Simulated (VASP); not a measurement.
# PbS (Fm-3m) in VASP: further runs

The runs below take PbS through single point, relaxation of cell and atoms, with r2SCAN.

Everything below comes from runs of VASP 6.6.1. Logs are shortened: lines on timing, memory, paths and dates and some standing lists are left out, and cuts for length are marked.

## (1) The cell of the first run

It takes space group Fm-3m (No. 225, cubic). Conventional cell: a = 5.974 Å, b = 5.974 Å, c = 5.974 Å, α = 90.00°, β = 90.00°, γ = 90.00°. Within 3.9 Å of Pb (site symmetry m-3m) lie 6 S at 2.99 Å. Within 3.9 Å of S (site symmetry m-3m) lie 6 Pb at 2.99 Å.

## (2) Single point, r2SCAN

Input file POSCAR:

```
PbS
1.0
    0.0000000000      2.9871761749      2.9871761749
    2.9871761749      0.0000000000      2.9871761749
    2.9871761749      2.9871761749      0.0000000000
Pb S
1 1
Direct
    0.0000000000      0.0000000000      0.0000000000
    0.5000000000      0.5000000000      0.5000000000
```

Input file INCAR.step1:

```
SYSTEM = PbS
PREC     = Accurate       ! precision mode
ENCUT    = 520            ! plane-wave cutoff, eV
ISMEAR   = 0              ! smearing method
SIGMA    = 0.01           ! smearing width, eV
LREAL    = .FALSE.        ! projectors in reciprocal space
LASPH    = .TRUE.         ! aspherical terms in the spheres
NELM     = 100            ! most SCF steps
NBANDS   = 17             ! bands
GGA      = PE             ! functional
ALGO     = Normal         ! electronic algorithm
EDIFF    = 1E-4           ! SCF threshold, eV
LWAVE    = .TRUE.         ! write WAVECAR
LCHARG   = .FALSE.        ! write CHGCAR
```

Input file INCAR.step2:

```
SYSTEM = PbS
PREC     = Accurate       ! precision mode
ENCUT    = 520            ! plane-wave cutoff, eV
EDIFF    = 1E-6           ! SCF threshold, eV
ISMEAR   = 0              ! smearing method
SIGMA    = 0.01           ! smearing width, eV
LREAL    = .FALSE.        ! projectors in reciprocal space
LASPH    = .TRUE.         ! aspherical terms in the spheres
NELM     = 100            ! most SCF steps
ALGO     = Normal         ! electronic algorithm
ISIF     = 2              ! what is computed and relaxed
LWAVE    = .FALSE.        ! write WAVECAR
LCHARG   = .FALSE.        ! write CHGCAR
METAGGA  = R2SCAN         ! meta-GGA
LMIXTAU  = .TRUE.       
NBANDS   = 17             ! bands
ISTART   = 1
```

Input file KPOINTS:

```
regular mesh
0
G
  10 10 10
  0 0 0
```

Potentials or basis: VASP PAW PBE potentials, release 64 (Pb_d, S).

Run with:

```
$ cat potpaw_PBE.64/Pb_d/POTCAR potpaw_PBE.64/S/POTCAR > POTCAR
$ cp INCAR.step1 INCAR
$ mpirun -np 1 vasp_std > vasp.out
$ cp INCAR.step2 INCAR
$ mpirun -np 1 vasp_std > vasp.out
```

OUTCAR:

```text
SYSTEM = PbS
   PREC = Accurate
   ENCUT = 520
   EDIFF = 1E-6
   ISMEAR = 0
   LREAL = .FALSE.
   LASPH = .TRUE.
   NELM = 100
   ISIF = 2
   METAGGA = R2SCAN
   ISTART = 1

 ion  position               nearest neighbor table
   1  0.000  0.000  0.000-   2 2.99   2 2.99   2 2.99   2 2.99   2 2.99   2 2.99
   2  0.500  0.500  0.500-   1 2.99   1 2.99   1 2.99   1 2.99   1 2.99   1 2.99

  LATTYP: Found a face centered cubic cell.
 ALAT       =     5.9743523498

  Lattice vectors:

 A1 = (   0.0000000000,   2.9871761749,   2.9871761749)
 A2 = (   2.9871761749,   0.0000000000,   2.9871761749)
 A3 = (   2.9871761749,   2.9871761749,   0.0000000000)

Analysis of symmetry for initial positions (statically):
=====================================================================
 Subroutine PRICEL returns:
 Original cell was already a primitive cell.

 Routine SETGRP: Setting up the symmetry group for a
 face centered cubic supercell.

 Subroutine GETGRP returns: Found 48 space group operations
 (whereof 48 operations were pure point group operations)
 out of a pool of 48 trial point group operations.

The static configuration has the point symmetry O_h .

Analysis of symmetry for dynamics (positions and initial velocities):
=====================================================================
 Subroutine PRICEL returns:
 Original cell was already a primitive cell.

 Routine SETGRP: Setting up the symmetry group for a
 face centered cubic supercell.

 Subroutine GETGRP returns: Found 48 space group operations
 (whereof 48 operations were pure point group operations)
 out of a pool of 48 trial point group operations.

The dynamic configuration has the point symmetry O_h .

 Subroutine INISYM returns: Found 48 space group operations
 (whereof 48 operations are pure point group operations),
 and found     1 'primitive' translations

----------------------------------------------------------------------------------------

                                     Primitive cell

  volume of cell :      53.3105

  direct lattice vectors                    reciprocal lattice vectors
     0.000000000  2.987176175  2.987176175    -0.167382160  0.167382160  0.167382160
     2.987176175  0.000000000  2.987176175     0.167382160 -0.167382160  0.167382160
     2.987176175  2.987176175  0.000000000     0.167382160  0.167382160 -0.167382160

  length of vectors
     4.224505060  4.224505060  4.224505060     0.289914405  0.289914405  0.289914405

  position of ions in fractional coordinates (direct lattice)
     0.000000000  0.000000000  0.000000000
     0.500000000  0.500000000  0.500000000

  ion indices of the primitive-cell ions
   primitive index   ion index
                 1           1
                 2           2

----------------------------------------------------------------------------------------

 KPOINTS: regular mesh

Automatic generation of k-mesh.
 Grid dimensions read from file:
 generate k-points for:   10   10   10

 Generating k-lattice:

  Cartesian coordinates                     Fractional coordinates (reciprocal lattice)
    -0.016738216  0.016738216  0.016738216     0.100000000  0.000000000  0.000000000
     0.016738216 -0.016738216  0.016738216     0.000000000  0.100000000  0.000000000
     0.016738216  0.016738216 -0.016738216     0.000000000  0.000000000  0.100000000

  Length of vectors
     0.028991441  0.028991441  0.028991441

  Shift w.r.t. Gamma in fractional coordinates (k-lattice)
     0.000000000  0.000000000  0.000000000

 Subroutine IBZKPT returns following result:
 ===========================================

 Found     47 irreducible k-points:

 Following reciprocal coordinates:
            Coordinates               Weight
  0.000000  0.000000  0.000000      1.000000
  0.100000  0.000000  0.000000      8.000000
  0.200000  0.000000  0.000000      8.000000
  0.300000  0.000000  0.000000      8.000000
  0.400000  0.000000  0.000000      8.000000
  0.500000  0.000000  0.000000      4.000000
[... 16 lines left out ...]
  0.300000  0.300000  0.000000      6.000000
  0.400000  0.300000  0.000000     24.000000
 [... further k-points ...]
   k-points           NKPTS =     47   k-points in BZ     NKDIM =     47   number of bands    NBANDS=     17
   number of dos      NEDOS =    301   number of ions     NIONS =      2
   total plane-waves  NPLWV =  32768
   dimension x,y,z NGX =    32 NGY =   32 NGZ =   32
   dimension x,y,z NGXF=    64 NGYF=   64 NGZF=   64
   ions per type =               1   1
   NGX,Y,Z   is equivalent  to a cutoff of  12.59, 12.59, 12.59 a.u.
   NGXF,Y,Z  is equivalent  to a cutoff of  25.19, 25.19, 25.19 a.u.
 SYSTEM =  PbS
   PREC   = accura    normal or accurate (medium, high low for compatibility)
   ISTART =      1    job   : 0-new  1-cont  2-samecut
   ICHARG =      0    charge: 1-file 2-atom 10-const
   ISPIN  =      1    spin polarized calculation?
   LNONCOLLINEAR =      F non collinear calculations
   LSORBIT =      F    spin-orbit coupling
   LASPH  =      T    aspherical Exc in radial PAW
   ENCUT  =  520.0 eV  38.22 Ry    6.18 a.u.   7.85  7.85  7.85*2*pi/ulx,y,z
   NELM   =    100;   NELMIN=  2; NELMDL=  0     # of ELM steps
   EDIFF  = 0.1E-05   stopping-criterion for ELM
   LREAL  =      F    real-space projection
   EDIFFG = 0.1E-04   stopping-criterion for IOM
   NSW    =      0    number of steps for IOM
   IBRION =     -1    ionic relax: 0-MD 1-quasi-New 2-CG
   NFREE  =      0    steps in history (QN), initial steepest desc. (CG)
   ISIF   =      2    stress and relaxation
   ISYM   =      2    0-nonsym 1-usesym 2-fastsym
   POTIM  = 0.5000    time-step for ionic-motion
   TEBEG  =    0.0;   TEEND  =   0.0 temperature during run
   PSTRESS=    0.0 pullay stress
   NELECT =      20.0000    total number of electrons
   NUPDOWN=      -1.0000    fix difference up-down
   EMIN   =  10.00;   EMAX   =-10.00  energy-range for DOS
   EFERMI =   0.00;   METHOD = LEGACY
   ISMEAR =     0;   SIGMA  =   0.01  broadening in eV -4-tet -1-fermi 0-gaus
   EFERMI_NEDOS =   21; number of points for ismear=-14 and -15
   IALGO  =     38    algorithm
   IMIX   =      4    mixing-type and parameters
     AMIX     =   0.40;   BMIX     =  1.00
     AMIX_MAG =   1.60;   BMIX_MAG =  1.00
  volume/ion in A,a.u.               =      26.66       179.88
  Fermi-wavevector in a.u.,A,eV,Ry     =   1.180721  2.231239 18.967914  1.394102
  Thomas-Fermi vector in A             =   2.317008
   LORBIT       =      0    0 simple, 1 ext, 2 COOP (PROOUT), +10 PAW based schemes
   METAGGA = R2SCAN    functional components
   LHFCALC =     F    Hartree Fock is set to
   AEXX    =    0.0000 exact exchange contribution
   IVDW    =     0    specifies the selected vdW correction
   LEPSILON=     F    determine dielectric tensor
   LRPA    =     F    only Hartree local field effects (RPA)
 non-spin polarized calculation
 Gauss-broadening in eV      SIGMA  =   0.01
  energy-cutoff  :      520.00
  volume of cell :       53.31
 maximum number of plane-waves:      1459
   NGX = 15   NGY = 15   NGZ = 15

 number of electron      20.0000001 magnetization

 Free energy of the ion-electron system (eV)
  ---------------------------------------------------
  ext. energy  EPLUGINS =         0.00000000
  ---------------------------------------------------
  free energy    TOTEN  =       -65.61191557 eV

  energy without entropy =      -65.61191557  energy(sigma->0) =      -65.61191557

 E-fermi :   5.5168     XC(G=0): -10.1462

 val. band max:        5.3972290951   @ k =   0.5000   0.0000   0.0000
 cond. band min:       6.0989691731   @ k =   0.5000   0.0000   0.0000
 fundamental gap:      0.7017400779
 Fermi energy:         5.5168444190

 k-point     1 :       0.0000    0.0000    0.0000
  band No.  band energies     occupation
      1     -12.0009      2.00000
      2     -12.0009      2.00000
      3     -12.0009      2.00000
      4     -11.9842      2.00000
      5     -11.9842      2.00000
      6      -8.5978      2.00000
[... 9 lines left out ...]
     16      12.6085      0.00000
     17      14.5327      0.00000

 k-point     2 :       0.1000    0.0000    0.0000
  band No.  band energies     occupation
      1     -12.0004      2.00000
      2     -11.9986      2.00000
      3     -11.9986      2.00000
      4     -11.9852      2.00000
      5     -11.9852      2.00000
      6      -8.5132      2.00000
[... 9 lines left out ...]
     16      12.8610      0.00000
     17      15.3904      0.00000

 k-point     3 :       0.2000    0.0000    0.0000
  band No.  band energies     occupation
      1     -11.9999      2.00000
      2     -11.9999      2.00000
      3     -11.9993      2.00000
      4     -11.9810      2.00000
      5     -11.9810      2.00000
      6      -8.2719      2.00000
[... 9 lines left out ...]
     16      13.4513      0.00000
     17      16.9525      0.00000

 k-point     4 :       0.3000    0.0000    0.0000
  band No.  band energies     occupation
      1     -12.0077      2.00000
      2     -12.0077      2.00000
      3     -11.9983      2.00000
      4     -11.9695      2.00000
      5     -11.9695      2.00000
      6      -7.9189      2.00000
[... 9 lines left out ...]
     16      14.3217      0.00000
     17      18.2472      0.00000
[... 343 lines left out ...]
      1     -12.0145      2.00000
      2     -12.0021      2.00000
      3     -11.9947      2.00000
      4     -11.9803      2.00000
      5     -11.9689      2.00000
      6      -7.7896      2.00000
[... 9 lines left out ...]
     16      15.8213      0.00000
     17      16.1810      0.00000

 k-point    23 :       0.3000    0.3000    0.0000
  band No.  band energies     occupation
      1     -12.0686      2.00000
      2     -12.0158      2.00000
      3     -11.9687      2.00000
      4     -11.9649      2.00000
      5     -11.9649      2.00000
      6      -7.6587      2.00000
[... 9 lines left out ...]
     16      16.4493      0.00000
     17      16.8120      0.00000

 k-point    24 :       0.4000    0.3000    0.0000
  band No.  band energies     occupation
      1     -12.0892      2.00000
      2     -12.0157      2.00000
      3     -11.9718      2.00000
      4     -11.9590      2.00000
      5     -11.9542      2.00000
      6      -7.3772      2.00000
[... 9 lines left out ...]
     16      16.9613      0.00000
     17      17.5842      0.00000

 [... further k-points ...]

------------------------ aborting loop because EDIFF is reached ----------------------------------------

  FORCE on cell =-STRESS in cart. coord.  units (eV):
  Direction    XX          YY          ZZ          XY          YZ          ZX
  --------------------------------------------------------------------------------------
  -------------------------------------------------------------------------------------
  Total       -0.0060008     -0.0060008     -0.0060008      0.0000000      0.0000000     -0.0000000
  in kB       -0.1803451     -0.1803451     -0.1803451      0.0000000      0.0000000     -0.0000000
  external PRESSURE =      -0.1803451 kB  Pullay stress =       0.0000000 kB

 VOLUME and BASIS-vectors are now :
 -----------------------------------------------------------------------------
  energy-cutoff  :      520.00
  volume of cell :       53.31
      direct lattice vectors                 reciprocal lattice vectors
     0.000000000  2.987176175  2.987176175    -0.167382160  0.167382160  0.167382160
     2.987176175  0.000000000  2.987176175     0.167382160 -0.167382160  0.167382160
     2.987176175  2.987176175  0.000000000     0.167382160  0.167382160 -0.167382160

 POSITION                                       TOTAL-FORCE (eV/Angst)
 -----------------------------------------------------------------------------------
      0.00000      0.00000      0.00000         0.000000     -0.000000     -0.000000
      2.98718      2.98718      2.98718         0.000000      0.000000      0.000000
 -----------------------------------------------------------------------------------
    total drift:                                0.000000     -0.000000     -0.000000

  FREE ENERGIE OF THE ION-ELECTRON SYSTEM (eV)
  ---------------------------------------------------
  free  energy   TOTEN  =       -65.6119155735 eV

  energy  without entropy=      -65.6119155735  energy(sigma->0) =      -65.61191557
```

It took 51 s on 1 thread of Intel Xeon 6975P-C (Granite Rapids), shared host; peak memory 0.21 GiB.

Results:

```
Free energy            : -65.6119 eV
Pressure               : 0.0 GPa
Band gap on the k mesh : 0.70 eV
```

Levels at points of the mesh, in eV from the valence-band top:
| k point | band 6 | band 7 | band 8 | band 9 | band 10 | band 11 | band 12 | band 13 | band 14 | band 15 |
| --- | --- | --- | --- | --- | --- | --- | --- | --- | --- | --- |
| (0.00, 0.00, 0.00) | -13.99 | -6.13 | -2.20 | -2.20 | -2.20 | 5.51 | 5.51 | 5.51 | 7.21 | 7.21 |
| (0.50, 0.00, 0.00) | -12.80 | -8.96 | -1.81 | -1.81 | 0.00 | 0.70 | 2.25 | 2.25 | 9.16 | 10.68 |
| (0.50, 0.50, 0.00) | -12.37 | -7.31 | -5.18 | -3.45 | -3.45 | 4.26 | 5.95 | 6.02 | 6.02 | 11.71 |

Caveat: the PAW data sets were made with another functional, which shifts forces and pressure a little; spin-orbit coupling is left out, which moves the levels of the heavy elements. A k mesh can miss the band edges.

(Continued in part 2 of 2.)
